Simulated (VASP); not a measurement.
# Co (Im-3m) in VASP: single point with PBE

Aim: the single point of Co with PBE.

All numbers are computed with VASP 6.6.1; they aren't measurements. Logs are shortened: lines on timing, memory, paths and dates and some standing lists are left out, and cuts for length are marked.

## Step 1: The cell of the first run

Symmetry: Im-3m, No. 229, cubic system. Conventional cell: a = 2.811 Å, b = 2.811 Å, c = 2.811 Å, α = 90.00°, β = 90.00°, γ = 90.00°. Within 3.2 Å of Co (site symmetry m-3m) lie 14 Co at 2.43 to 2.81 Å.

This isn't the form of Co at room conditions, which is hcp.

## Step 2: Single point, PBE

Input file INCAR:

```
PREC = Accurate ; ENCUT = 600
EDIFF = 1E-6 ; ISMEAR = 1
SIGMA = 0.0457 ; LREAL = F
LASPH = T ; NELM = 120
ALGO = Normal ; ISIF = 2
LWAVE = F ; LCHARG = T
GGA = PE ; LELF = T
LVHAR = T ; NBANDS = 10
GGA_COMPAT = F
```

Input file KPOINTS:

```
Automatic mesh
0
Gamma
  17 17 17
```

Input file POSCAR:

```
Co
1.0
   -1.4052910000      1.4052910000      1.4052910000
    1.4052910000     -1.4052910000      1.4052910000
    1.4052910000      1.4052910000     -1.4052910000
Co
1
Direct
    0.0000000000      0.0000000000      0.0000000000
```

Potentials or basis: VASP PAW PBE potentials, release 64 (Co).

On the command line:

```sh
$ cat potpaw_PBE.64/Co/POTCAR > POTCAR
$ mpirun -np 1 vasp_std > vasp.out
```

OUTCAR:

```text
PREC = Accurate
   ENCUT = 600
   EDIFF = 1E-6
   ISMEAR = 1
   LREAL = F
   LASPH = T
   NELM = 120
   ISIF = 2
   GGA = PE

 ion  position               nearest neighbor table
   1  0.000  0.000  0.000-

  LATTYP: Found a body centered cubic cell.
 ALAT       =     2.8105820000

  Lattice vectors:

 A1 = (  -1.4052910000,   1.4052910000,   1.4052910000)
 A2 = (   1.4052910000,  -1.4052910000,   1.4052910000)
 A3 = (   1.4052910000,   1.4052910000,  -1.4052910000)

Analysis of symmetry for initial positions (statically):
=====================================================================
 Subroutine PRICEL returns:
 Original cell was already a primitive cell.

 Routine SETGRP: Setting up the symmetry group for a
 body centered cubic supercell.

 Subroutine GETGRP returns: Found 48 space group operations
 (whereof 48 operations were pure point group operations)
 out of a pool of 48 trial point group operations.

The static configuration has the point symmetry O_h .

Analysis of symmetry for dynamics (positions and initial velocities):
=====================================================================
 Subroutine PRICEL returns:
 Original cell was already a primitive cell.

 Routine SETGRP: Setting up the symmetry group for a
 body centered cubic supercell.

 Subroutine GETGRP returns: Found 48 space group operations
 (whereof 48 operations were pure point group operations)
 out of a pool of 48 trial point group operations.

The dynamic configuration has the point symmetry O_h .

 Subroutine INISYM returns: Found 48 space group operations
 (whereof 48 operations are pure point group operations),
 and found     1 'primitive' translations

----------------------------------------------------------------------------------------

                                     Primitive cell

  volume of cell :      11.1009

  direct lattice vectors                    reciprocal lattice vectors
    -1.405291000  1.405291000  1.405291000     0.000000000  0.355798194  0.355798194
     1.405291000 -1.405291000  1.405291000     0.355798194  0.000000000  0.355798194
     1.405291000  1.405291000 -1.405291000     0.355798194  0.355798194  0.000000000

  length of vectors
     2.434035411  2.434035411  2.434035411     0.503174632  0.503174632  0.503174632

  position of ions in fractional coordinates (direct lattice)
     0.000000000  0.000000000  0.000000000

  ion indices of the primitive-cell ions
   primitive index   ion index
                 1           1

----------------------------------------------------------------------------------------

 KPOINTS: Automatic mesh

Automatic generation of k-mesh.
 Grid dimensions read from file:
 generate k-points for:   17   17   17

 Generating k-lattice:

  Cartesian coordinates                     Fractional coordinates (reciprocal lattice)
     0.000000000  0.020929306  0.020929306     0.058823529  0.000000000  0.000000000
     0.020929306  0.000000000  0.020929306     0.000000000  0.058823529  0.000000000
     0.020929306  0.020929306  0.000000000     0.000000000  0.000000000  0.058823529

  Length of vectors
     0.029598508  0.029598508  0.029598508

  Shift w.r.t. Gamma in fractional coordinates (k-lattice)
     0.000000000  0.000000000  0.000000000

 Subroutine IBZKPT returns following result:
 ===========================================

 Found    165 irreducible k-points:

 Following reciprocal coordinates:
            Coordinates               Weight
  0.000000  0.000000  0.000000      1.000000
  0.058824  0.000000  0.000000     12.000000
  0.117647  0.000000  0.000000     12.000000
  0.176471  0.000000  0.000000     12.000000
  0.235294  0.000000  0.000000     12.000000
  0.294118  0.000000  0.000000     12.000000
[... 16 lines left out ...]
  0.411765  0.117647  0.000000     48.000000
  0.176471  0.176471  0.000000     24.000000
 [... further k-points ...]
   k-points           NKPTS =    165   k-points in BZ     NKDIM =    165   number of bands    NBANDS=     10
   number of dos      NEDOS =    301   number of ions     NIONS =      1
   total plane-waves  NPLWV =   8000
   dimension x,y,z NGX =    20 NGY =   20 NGZ =   20
   dimension x,y,z NGXF=    40 NGYF=   40 NGZF=   40
   ions per type =               1
   NGX,Y,Z   is equivalent  to a cutoff of  13.66, 13.66, 13.66 a.u.
   NGXF,Y,Z  is equivalent  to a cutoff of  27.32, 27.32, 27.32 a.u.
 SYSTEM =  unknown system
   PREC   = accura    normal or accurate (medium, high low for compatibility)
   ISTART =      0    job   : 0-new  1-cont  2-samecut
   ICHARG =      2    charge: 1-file 2-atom 10-const
   ISPIN  =      1    spin polarized calculation?
   LNONCOLLINEAR =      F non collinear calculations
   LSORBIT =      F    spin-orbit coupling
   LASPH  =      T    aspherical Exc in radial PAW
   ENCUT  =  600.0 eV  44.10 Ry    6.64 a.u.   4.86  4.86  4.86*2*pi/ulx,y,z
   NELM   =    120;   NELMIN=  2; NELMDL= -5     # of ELM steps
   EDIFF  = 0.1E-05   stopping-criterion for ELM
   LREAL  =      F    real-space projection
   EDIFFG = 0.1E-04   stopping-criterion for IOM
   NSW    =      0    number of steps for IOM
   IBRION =     -1    ionic relax: 0-MD 1-quasi-New 2-CG
   NFREE  =      0    steps in history (QN), initial steepest desc. (CG)
   ISIF   =      2    stress and relaxation
   ISYM   =      2    0-nonsym 1-usesym 2-fastsym
   POTIM  = 0.5000    time-step for ionic-motion
   TEBEG  =    0.0;   TEEND  =   0.0 temperature during run
   PSTRESS=    0.0 pullay stress
   NELECT =       9.0000    total number of electrons
   NUPDOWN=      -1.0000    fix difference up-down
   EMIN   =  10.00;   EMAX   =-10.00  energy-range for DOS
   EFERMI =   0.00;   METHOD = LEGACY
   ISMEAR =     1;   SIGMA  =   0.05  broadening in eV -4-tet -1-fermi 0-gaus
   EFERMI_NEDOS =   21; number of points for ismear=-14 and -15
   IALGO  =     38    algorithm
   IMIX   =      4    mixing-type and parameters
     AMIX     =   0.40;   BMIX     =  1.00
     AMIX_MAG =   1.60;   BMIX_MAG =  1.00
  volume/ion in A,a.u.               =      11.10        74.91
  Fermi-wavevector in a.u.,A,eV,Ry     =   1.526521  2.884706 31.705192  2.330266
  Thomas-Fermi vector in A             =   2.634543
   LORBIT       =      0    0 simple, 1 ext, 2 COOP (PROOUT), +10 PAW based schemes
   GGA     = PE    functional components
   LHFCALC =     F    Hartree Fock is set to
   AEXX    =    0.0000 exact exchange contribution
   IVDW    =     0    specifies the selected vdW correction
   LEPSILON=     F    determine dielectric tensor
   LRPA    =     F    only Hartree local field effects (RPA)
 non-spin polarized calculation
 Methfessel and Paxton  Order N= 1 SIGMA  =   0.05
  energy-cutoff  :      600.00
  volume of cell :       11.10
 maximum number of plane-waves:       379
   NGX =  9   NGY =  9   NGZ =  9

 number of electron       9.0000001 magnetization

 Free energy of the ion-electron system (eV)
  ---------------------------------------------------
  ext. energy  EPLUGINS =         0.00000000
  ---------------------------------------------------
  free energy    TOTEN  =        -6.57477455 eV

  energy without entropy =       -6.57392314  energy(sigma->0) =       -6.57449075

 E-fermi :   9.7080     XC(G=0): -13.2793

 val. band max:        9.7055046871   @ k =   0.3529   0.2941   0.0000
 cond. band min:       9.7086611460   @ k =   0.3529   0.0588   0.0000
 fundamental gap:      0.0031564588
 Fermi energy:         9.7080014320

 k-point     1 :       0.0000    0.0000    0.0000
  band No.  band energies     occupation
      1       1.1564      2.00000
      2       8.0444      2.00000
      3       8.0444      2.00000
      4       8.0444      2.00000
      5       9.4883      2.00000
      6       9.4883      2.00000
      7      35.3175      0.00000
      8      35.3175      0.00000
      9      35.3175      0.00000
     10      40.5908      0.00000

 k-point     2 :       0.0588    0.0000    0.0000
  band No.  band energies     occupation
      1       1.2999      2.00000
      2       8.0067      2.00000
      3       8.0406      2.00000
      4       8.1166      2.00000
      5       9.4497      2.00000
      6       9.4913      2.00000
      7      34.3306      0.00000
      8      35.1037      0.00000
      9      35.1990      0.00000
     10      39.7826      0.00000

 k-point     3 :       0.1176    0.0000    0.0000
  band No.  band energies     occupation
      1       1.7225      2.00000
      2       7.9000      2.00000
      3       8.0191      2.00000
      4       8.3275      2.00000
      5       9.3587      2.00000
      6       9.5009      2.00000
      7      32.0599      0.00000
      8      34.3235      0.00000
      9      34.9087      0.00000
     10      38.3077      0.00000

 k-point     4 :       0.1765    0.0000    0.0000
  band No.  band energies     occupation
      1       2.3970      2.00000
      2       7.7410      2.00000
      3       7.9609      2.00000
      4       8.6588      2.00000
      5       9.2770      2.00000
      6       9.5188      2.00000
      7      29.2924      0.00000
      8      33.0753      0.00000
      9      34.5632      0.00000
     10      36.2893      0.00000
[... 222 lines left out ...]
 k-point    22 :       0.3529    0.1176   -0.0000
  band No.  band energies     occupation
      1       5.5818      2.00000
      2       7.1044      2.00000
      3       8.3094      2.00000
      4       9.3858      2.00000
      5       9.8149     -0.00462
      6      11.3165      0.00000
      7      18.9131      0.00000
      8      26.1142      0.00000
      9      29.7146      0.00000
     10      35.2409      0.00000

 k-point    23 :       0.4118    0.1176    0.0000
  band No.  band energies     occupation
      1       5.6691      2.00000
      2       7.0478      2.00000
      3       8.6454      2.00000
      4       9.4167      2.00000
      5       9.9328     -0.00000
      6      12.0269      0.00000
      7      17.3504      0.00000
      8      25.8020      0.00000
      9      29.3273      0.00000
     10      35.1815      0.00000

 k-point    24 :       0.1765    0.1765    0.0000
  band No.  band energies     occupation
      1       4.4781      2.00000
      2       7.4322      2.00000
      3       7.5182      2.00000
      4       9.1632      2.00000
      5       9.6508      2.07072
      6       9.9926     -0.00000
      7      25.2106      0.00000
      8      26.0804      0.00000
      9      31.5917      0.00000
     10      35.9564      0.00000

 [... further k-points ...]

------------------------ aborting loop because EDIFF is reached ----------------------------------------

  FORCE on cell =-STRESS in cart. coord.  units (eV):
  Direction    XX          YY          ZZ          XY          YZ          ZX
  --------------------------------------------------------------------------------------
  -------------------------------------------------------------------------------------
  Total       -0.8191648     -0.8191648     -0.8191648      0.0000000      0.0000000      0.0000000
  in kB     -118.2287441   -118.2287441   -118.2287441      0.0000000      0.0000000      0.0000000
  external PRESSURE =    -118.2287441 kB  Pullay stress =       0.0000000 kB

 VOLUME and BASIS-vectors are now :
 -----------------------------------------------------------------------------
  energy-cutoff  :      600.00
  volume of cell :       11.10
      direct lattice vectors                 reciprocal lattice vectors
    -1.405291000  1.405291000  1.405291000     0.000000000  0.355798194  0.355798194
     1.405291000 -1.405291000  1.405291000     0.355798194  0.000000000  0.355798194
     1.405291000  1.405291000 -1.405291000     0.355798194  0.355798194  0.000000000

 POSITION                                       TOTAL-FORCE (eV/Angst)
 -----------------------------------------------------------------------------------
      0.00000      0.00000      0.00000         0.000000     -0.000000      0.000000
 -----------------------------------------------------------------------------------
    total drift:                                0.000000     -0.000000      0.000000

  FREE ENERGIE OF THE ION-ELECTRON SYSTEM (eV)
  ---------------------------------------------------
  free  energy   TOTEN  =        -6.5747745518 eV

  energy  without entropy=       -6.5739231371  energy(sigma->0) =       -6.57449075
```

It took 30 s on 1 thread of Intel Xeon 8259CL, shared host; peak memory 0.14 GiB.

What came out:

* Free energy: -6.5748 eV
* Pressure: -11.8 GPa
* Band gap on the k mesh: zero (an odd number of electrons rules out a gap without spin polarisation)

Levels at points of the mesh, in eV from the Fermi level:
```
           k point  band 1  band 2  band 3  band 4  band 5  band 6  band 7  band 8
(0.00, 0.00, 0.00)   -8.55   -1.66   -1.66   -1.66   -0.22   -0.22   25.61   25.61
```

Caveat: the cell stands under tension; the run has no spin polarisation, though such a crystal can be magnetic. Spin polarisation is off, so any magnetic state and its effect on volume and gap are missing.
